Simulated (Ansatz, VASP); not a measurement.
## Two plane-wave programs on Zr

```
CELL_PARAMETERS angstrom
0.00000 2.50869 2.25500
2.25500 0.00000 2.25500
2.25500 2.50869 0.00000
ATOMIC_POSITIONS crystal
Zr 0.00000 0.00000 0.00000
```

Change from the starting cell: strain +0.1125 x Voigt [0, 1, 0, 0, 0, 0], atoms carried along.

Alike in both runs: task single point; functional LDA; k mesh 18 × 18 × 18; occupations gaussian, width 0.15 eV; no spin polarisation.

```csv
,VASP,Ansatz
version,VASP 6.6.1,Ansatz 0.2.0
potentials or method,"VASP PAW LDA potentials, release 64 (Zr_sv), cutoff 520 eV","scalar-relativistic, plane waves, PAW"
valence electrons in the cell,12,12
```

Ansatz gave:

```
gap on the k mesh at the Fermi level (eV)                     : none
pressure (GPa)                                                : -13.0
traceless stress, the component that is largest in VASP (GPa) : -1.91
```

Q: Which values does VASP return?

A: gap on the k mesh at the Fermi level (eV): none; pressure (GPa): -12.9; traceless stress, the component that is largest in VASP (GPa): -1.90.

LDA's correlation is that of Perdew and Zunger in VASP and of Perdew and Wang (1992) in Ansatz. A gap of «none» marks a metal or a gap that the smearing closes.
